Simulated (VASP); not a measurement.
# Os (P1) in VASP: notebook

Os is run at these levels: PBE; tasks: single point.

Everything below comes from runs of VASP 6.6.1. Logs are shortened: lines on timing, memory, paths and dates and some standing lists are left out, and cuts for length are marked.

## Step 1: The cell of the first run

The typed cell holds 4 atoms: a = 5.501 Å, b = 5.501 Å, c = 2.751 Å, α = 60.00°, β = 60.00°, γ = 60.00°.

## Step 2: Single point, PBE

Contents of INCAR:

```
PREC     = Accurate       # precision mode
ENCUT    = 520            # plane-wave cutoff, eV
EDIFF    = 1E-6           # SCF threshold, eV
ISMEAR   = -1             # smearing method
SIGMA    = 0.08           # smearing width, eV
LREAL    = F              # projectors in reciprocal space
LASPH    = T              # aspherical terms in the spheres
NELM     = 100            # most SCF steps
ALGO     = Normal         # electronic algorithm
ISIF     = 2              # what is computed and relaxed
LWAVE    = F              # write WAVECAR
LCHARG   = T              # write CHGCAR
GGA      = PE             # functional
LELF     = T              # ELF
LVHAR    = T            
NBANDS   = 24             # bands
```

Contents of KPOINTS:

```
Automatic mesh
0
Gamma
  4 4 8
```

Contents of POSCAR:

```
Os
1.0
    0.0000000000      3.8900000000      3.8900000000
    3.8900000000      0.0000000000      3.8900000000
    1.9450000000      1.9450000000      0.0000000000
Os
4
Direct
   -0.0003298201     -0.0018383033      0.0043784062
   -0.0016677378      0.5109636247      0.0012542416
    0.5038241645     -0.0019002571     -0.0097254499
    0.5005650386      0.4918529563      0.0034452442
```

Potentials or basis: VASP PAW PBE potentials, release 64 (Os).

Launch:

```bash
cat potpaw_PBE.64/Os/POTCAR > POTCAR
mpirun -np 1 vasp_std > vasp.out
```

OUTCAR:

```text
PREC = Accurate
   ENCUT = 520
   EDIFF = 1E-6
   ISMEAR = -1
   LREAL = F
   LASPH = T
   NELM = 100
   ISIF = 2
   GGA = PE

 ion  position               nearest neighbor table
   1  1.000  0.998  0.004-   2 2.69   2 2.71   3 2.72   4 2.73   3 2.75   3 2.75   4 2.77   3 2.78
                             2 2.79   2 2.81
   2  0.998  0.511  0.001-   1 2.69   3 2.70   1 2.71   4 2.71   4 2.75   4 2.76   4 2.79   1 2.79
                             3 2.80   1 2.81
   3  0.504  0.998  0.990-   2 2.70   4 2.72   1 2.72   4 2.73   1 2.75   1 2.75   4 2.78   1 2.78
                             4 2.79   2 2.80
   4  0.501  0.492  0.003-   2 2.71   3 2.72   3 2.73   1 2.73   2 2.75   2 2.76   1 2.77   3 2.78
                             3 2.79   2 2.79

  LATTYP: Found a base centered orthorhombic cell.
 ALAT       =     5.5012907576
 B/A-ratio  =     1.4142135624
 C/A-ratio  =     0.5000000000

  Lattice vectors:

 A1 = (  -1.9450000000,   1.9450000000,  -3.8900000000)
 A2 = (  -1.9450000000,   1.9450000000,   3.8900000000)
 A3 = (   1.9450000000,   1.9450000000,   0.0000000000)

Analysis of symmetry for initial positions (statically):
=====================================================================
 Subroutine PRICEL returns:
 Original cell was already a primitive cell.

 Routine SETGRP: Setting up the symmetry group for a
 base centered orthorhombic supercell.

 Subroutine GETGRP returns: Found  1 space group operations
 (whereof  1 operations were pure point group operations)
 out of a pool of  8 trial point group operations.

The static configuration has the point symmetry C_1 .

Analysis of symmetry for dynamics (positions and initial velocities):
=====================================================================
 Subroutine PRICEL returns:
 Original cell was already a primitive cell.

 Routine SETGRP: Setting up the symmetry group for a
 base centered orthorhombic supercell.

 Subroutine GETGRP returns: Found  1 space group operations
 (whereof  1 operations were pure point group operations)
 out of a pool of  8 trial point group operations.

The dynamic configuration has the point symmetry C_1 .

 Subroutine INISYM returns: Found  1 space group operations
 (whereof  1 operations are pure point group operations),
 and found     1 'primitive' translations

[... 91 lines left out ...]
   ICHARG =      2    charge: 1-file 2-atom 10-const
   ISPIN  =      1    spin polarized calculation?
   LNONCOLLINEAR =      F non collinear calculations
   LSORBIT =      F    spin-orbit coupling
   LASPH  =      T    aspherical Exc in radial PAW
   ENCUT  =  520.0 eV  38.22 Ry    6.18 a.u.  10.23 10.23  5.11*2*pi/ulx,y,z
   NELM   =    100;   NELMIN=  2; NELMDL= -5     # of ELM steps
   EDIFF  = 0.1E-05   stopping-criterion for ELM
   LREAL  =      F    real-space projection
   EDIFFG = 0.1E-04   stopping-criterion for IOM
   NSW    =      0    number of steps for IOM
   IBRION =     -1    ionic relax: 0-MD 1-quasi-New 2-CG
   NFREE  =      0    steps in history (QN), initial steepest desc. (CG)
   ISIF   =      2    stress and relaxation
   ISYM   =      2    0-nonsym 1-usesym 2-fastsym
   POTIM  = 0.5000    time-step for ionic-motion
   TEBEG  =    0.0;   TEEND  =   0.0 temperature during run
   PSTRESS=    0.0 pullay stress
   NELECT =      32.0000    total number of electrons
   NUPDOWN=      -1.0000    fix difference up-down
   EMIN   =  10.00;   EMAX   =-10.00  energy-range for DOS
   EFERMI =   0.00;   METHOD = LEGACY
   ISMEAR =    -1;   SIGMA  =   0.08  broadening in eV -4-tet -1-fermi 0-gaus
   EFERMI_NEDOS =   21; number of points for ismear=-14 and -15
   IALGO  =     38    algorithm
   IMIX   =      4    mixing-type and parameters
     AMIX     =   0.40;   BMIX     =  1.00
     AMIX_MAG =   1.60;   BMIX_MAG =  1.00
  volume/ion in A,a.u.               =      14.72        99.31
  Fermi-wavevector in a.u.,A,eV,Ry     =   1.336109  2.524880 24.288947  1.785187
  Thomas-Fermi vector in A             =   2.464761
   LORBIT       =      0    0 simple, 1 ext, 2 COOP (PROOUT), +10 PAW based schemes
   GGA     = PE    functional components
   LHFCALC =     F    Hartree Fock is set to
   AEXX    =    0.0000 exact exchange contribution
   IVDW    =     0    specifies the selected vdW correction
   LEPSILON=     F    determine dielectric tensor
   LRPA    =     F    only Hartree local field effects (RPA)
 non-spin polarized calculation
  energy-cutoff  :      520.00
  volume of cell :       58.86
 maximum number of plane-waves:      1628
 NGX is ok and might be reduce to    42
   NGX = 21   NGY = 21   NGZ = 11

 number of electron      32.0000002 magnetization

 Free energy of the ion-electron system (eV)
  ---------------------------------------------------
  ext. energy  EPLUGINS =         0.00000000
  ---------------------------------------------------
  free energy    TOTEN  =       -44.47759798 eV

  energy without entropy =      -44.38970199  energy(sigma->0) =      -44.43364999

 E-fermi :   8.4536     XC(G=0): -13.7641

 val. band max:        8.4519100137   @ k =   0.5000   0.5000   0.3750
 cond. band min:       8.4538843077   @ k =   0.2500   0.0000   0.0000
 fundamental gap:      0.0019742940
 Fermi energy:         8.4535977605

 k-point     1 :       0.0000    0.0000    0.0000
  band No.  band energies     occupation
      1      -1.7697      2.00000
      2       1.3535      2.00000
      3       1.3559      2.00000
      4       1.5038      2.00000
      5       2.1945      2.00000
      6       5.6531      2.00000
[... 637 lines left out ...]
     23      12.6146      0.00000
     24      12.7470      0.00000

 [... further k-points ...]
[... 5 lines left out ...]
  --------------------------------------------------------------------------------------
  -------------------------------------------------------------------------------------
  Total       -3.4006303     -3.3813984     -3.7059488     -0.0715660     -0.0678812      0.1754587
  in kB      -92.5595434    -92.0360828   -100.8698086     -1.9479081     -1.8476143      4.7756970
  external PRESSURE =     -95.1551449 kB  Pullay stress =       0.0000000 kB

 VOLUME and BASIS-vectors are now :
 -----------------------------------------------------------------------------
  energy-cutoff  :      520.00
  volume of cell :       58.86
      direct lattice vectors                 reciprocal lattice vectors
     0.000000000  3.890000000  3.890000000    -0.128534704  0.128534704  0.128534704
     3.890000000  0.000000000  3.890000000     0.128534704 -0.128534704  0.128534704
     1.945000000  1.945000000  0.000000000     0.257069409  0.257069409 -0.257069409

 POSITION                                       TOTAL-FORCE (eV/Angst)
 -----------------------------------------------------------------------------------
      3.89137      3.89723      7.77157        -0.033299     -0.022778      0.064572
      1.99009      3.88595      5.87116        -0.396997      0.106832     -0.188502
      5.80869      3.88596      5.84248         0.272402     -0.037469      0.033803
      1.92001      1.95390      3.86051         0.157894     -0.046585      0.090127
 -----------------------------------------------------------------------------------
    total drift:                               -0.000023     -0.000031      0.000012

  FREE ENERGIE OF THE ION-ELECTRON SYSTEM (eV)
  ---------------------------------------------------
  free  energy   TOTEN  =       -44.4775979825 eV

  energy  without entropy=      -44.3897019882  energy(sigma->0) =      -44.43364999
```

stdout:

```text
POSCAR found type information on POSCAR Os
 POSCAR found :  1 types and       4 ions
 scaLAPACK will be used
 LDA part: xc-table for (Slater+PW92), standard interpolation
 POSCAR, INCAR and KPOINTS ok, starting setup
 FFT: planning ... GRIDC
 FFT: planning ... GRID_SOFT
 FFT: planning ... GRID
 WAVECAR not read
 entering main loop
```

It took 44 s on 1 thread of Intel Xeon 6975P-C (Granite Rapids), shared host; peak memory 0.22 GiB.

Results:

- Free energy: -44.4776 eV
- Pressure: -9.5 GPa
- Largest force: 0.452 eV/Å
- Band gap on the k mesh: zero (bands 16 and 17 overlap by 2.90 eV)

Forces in eV/Å, atoms in the order of the input:
```
Os  -0.033 -0.023  0.065
Os  -0.397  0.107 -0.189
Os   0.272 -0.037  0.034
Os   0.158 -0.047  0.090
```

Stress tensor (GPa, compression positive):
```
 -9.26  -0.19   0.48
 -0.19  -9.20  -0.18
  0.48  -0.18 -10.09
```

Levels at points of the mesh, in eV from the Fermi level:
```
           k point  band 13  band 14  band 15  band 16  band 17  band 18  band 19  band 20
(0.00, 0.00, 0.00)    -0.07    -0.05     0.15     0.17     2.30     2.36     2.39     2.41
(0.50, 0.00, 0.00)    -2.15    -2.10    -0.72    -0.66     0.15     0.24     0.51     0.57
(0.00, 0.50, 0.00)    -2.17    -2.11    -0.78    -0.65     0.24     0.34     0.38     0.45
(0.50, 0.50, 0.00)    -1.23    -1.20    -0.70    -0.69    -0.45    -0.42    -0.05     0.17
(0.00, 0.00, 0.50)     2.13     2.31     2.36     2.40     2.41     2.42     2.46     2.67
(0.50, 0.00, 0.50)    -0.80    -0.70    -0.62    -0.55     2.55     2.57     2.61     2.63
(0.00, 0.50, 0.50)    -0.85    -0.71    -0.68    -0.54     2.56     2.57     2.60     2.61
(0.50, 0.50, 0.50)    -1.22    -1.21    -0.59    -0.57     0.02     0.09     3.05     3.05
```

Caveat: the cell stands under tension; spin-orbit coupling is left out, which moves the levels of the heavy elements.

## Step 3: Single point, PBE

Contents of INCAR:

```
PREC = Accurate
ENCUT = 520
EDIFF = 1E-7
ISMEAR = -1
SIGMA = 0.08
LREAL = False
LASPH = True
NELM = 80
ALGO = Normal
ISIF = 2
LWAVE = False
LCHARG = False
GGA = PE
NBANDS = 24
```

KPOINTS is that of step 2.

Contents of POSCAR:

```
Os
1.0
    0.0000000000      3.8900000000      3.8900000000
    3.8900000000      0.0000000000      3.8900000000
    1.9450000000      1.9450000000      0.0000000000
Os
4
Direct
   -0.0002155527     -0.0024561697      0.0068650386
   -0.0011524422      0.5169118252      0.0051434447
    0.5122039846     -0.0049898458     -0.0252336761
    0.4991431877      0.4820776350      0.0076087404
```

Potentials or basis: VASP PAW PBE potentials, release 64 (Os).

Launch:

```bash
cat potpaw_PBE.64/Os/POTCAR > POTCAR
mpirun -np 1 vasp_std > vasp.out
```

Wall time 45 s (1 thread of Intel Xeon 6975P-C (Granite Rapids), shared host); peak memory 0.22 GiB.

It converged, with:

```yaml
Free_energy: -44.4179 eV
Pressure: -8.1 GPa
Largest_force: 0.877 eV/Å
Band_gap_on_the_k_mesh: zero (bands 16 and 17 overlap by 2.86 eV)
```

Forces in eV/Å, atoms in the order of the input:
```
Os  -0.123  0.030  0.125
Os  -0.790  0.154 -0.348
Os   0.549 -0.088 -0.146
Os   0.364 -0.096  0.369
```

Stress tensor (GPa, compression positive):
```
-7.37 -0.63  1.28
-0.63 -7.18 -0.33
 1.28 -0.33 -9.89
```

Levels at points of the mesh, in eV from the Fermi level:
```csv
k point,band 14,band 15,band 16,band 17,band 18,band 19
"(0.00, 0.00, 0.00)",-0.11,0.01,0.08,2.15,2.27,2.29
"(0.50, 0.00, 0.00)",-1.98,-0.83,-0.71,-0.10,0.15,0.66
"(0.00, 0.50, 0.00)",-2.01,-0.90,-0.78,0.07,0.27,0.44
"(0.50, 0.50, 0.00)",-1.24,-0.89,-0.86,-0.43,-0.32,0.07
"(0.00, 0.00, 0.50)",2.25,2.27,2.34,2.35,2.38,2.41
"(0.50, 0.00, 0.50)",-0.72,-0.58,-0.45,2.45,2.49,2.57
"(0.00, 0.50, 0.50)",-0.85,-0.68,-0.52,2.45,2.50,2.55
"(0.50, 0.50, 0.50)",-1.33,-0.67,-0.60,0.08,0.25,2.97
```

Caveat: the cell stands under tension; spin-orbit coupling is left out, which moves the levels of the heavy elements.
